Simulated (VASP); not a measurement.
# WC (Qusongite): single point with LDA

Crystal: WC (Qusongite).

```xyz
2
Lattice="2.8870 0.0000 0.0000 -1.4435 2.5002 0.0000 0.0000 0.0000 2.8176" Properties=species:S:1:pos:R:3 pbc="T T T"
W     0.0000    0.0000    0.0000
C     1.4435    0.8334    1.4088
```

This cell differs from its parent crystal: volume scaled by 0.98.

```json
{
  "Program": "VASP 6.6.1",
  "Task": "single point",
  "Functional": "LDA",
  "Potentials or basis": "VASP PAW LDA potentials, release 64 (W_sv, C)",
  "Cutoff": "520 eV",
  "k mesh": "10 × 10 × 9",
  "Occupations": "fermi-dirac, width 0.05 eV",
  "Spin": "no spin polarisation",
  "Dipole correction": "no",
  "Further INCAR settings": "ALGO = Normal; EDIFF = 1e-07; NBANDS = 16"
}
```

```json
{
 "Pressure": "1.0 GPa",
 "Band gap on the k mesh": "zero (band 9 reaches 11.94 eV, above the bottom of band 10 at 10.68 eV)"
}
```

Stress tensor (GPa, compression positive):
```
1.30 0.00 0.00
0.00 1.30 0.00
0.00 0.00 0.50
```

Levels at points of the mesh, in eV from the Fermi level:
| k point | band 6 | band 7 | band 8 | band 9 | band 10 | band 11 | band 12 | band 13 |
| --- | --- | --- | --- | --- | --- | --- | --- | --- |
| (0.00, 0.00, 0.00) | -4.41 | -3.39 | -3.39 | 0.15 | 3.30 | 3.30 | 5.74 | 5.74 |
| (0.50, 0.00, 0.00) | -7.03 | -3.69 | -3.64 | -0.42 | 2.38 | 4.65 | 5.03 | 6.97 |

Wall time 30 s on 1 thread of Intel Xeon 8259CL, with other jobs on the host, peak memory 0.15 GiB.

Caveat: spin-orbit coupling is left out, which moves the levels of the heavy elements.
